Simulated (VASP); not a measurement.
A run of VASP 6.6.1:

Contents of INCAR:

```
SYSTEM = In3As
PREC = Accurate
ENCUT = 520
EDIFF = 1E-6
ISMEAR = -1
SIGMA = 0.05
LREAL = .FALSE.
LASPH = .TRUE.
NELM = 100
ALGO = Normal
ISIF = 2
LWAVE = .FALSE.
LCHARG = .FALSE.
GGA = PS
IVDW = 12
NBANDS = 30
```

KPOINTS

```
regular mesh
0
G
  6 6 6
  0 0 0
```

The input POSCAR:

```
In3As
1.0
    4.6716810000      0.0000000000      0.0000000000
    0.0000000000      4.6716810000      0.0000000000
    0.0000000000      0.0000000000      4.6716810000
In As
3 1
Direct
    0.5000000000      0.5000000000      0.0000000000
    0.5000000000      0.0000000000      0.5000000000
    0.0000000000      0.5000000000      0.5000000000
    0.0000000000      0.0000000000      0.0000000000
```

Potentials or basis: VASP PAW PBE potentials, release 64 (In_d, As).

Launch:

```sh
$ cat potpaw_PBE.64/In_d/POTCAR potpaw_PBE.64/As/POTCAR > POTCAR
$ mpirun -np 1 vasp_std > vasp.out
```

Hardware: 1 thread of Intel(R) Xeon(R) 6975P-C (Granite Rapids) (shared host).

Question: How long does it take, and how much memory?

Answer: Wall time 20 s on 1 thread of Intel(R) Xeon(R) 6975P-C (Granite Rapids), on a shared host, peak memory 0.23 GiB. Counts: scf iterations 12, k points 20.
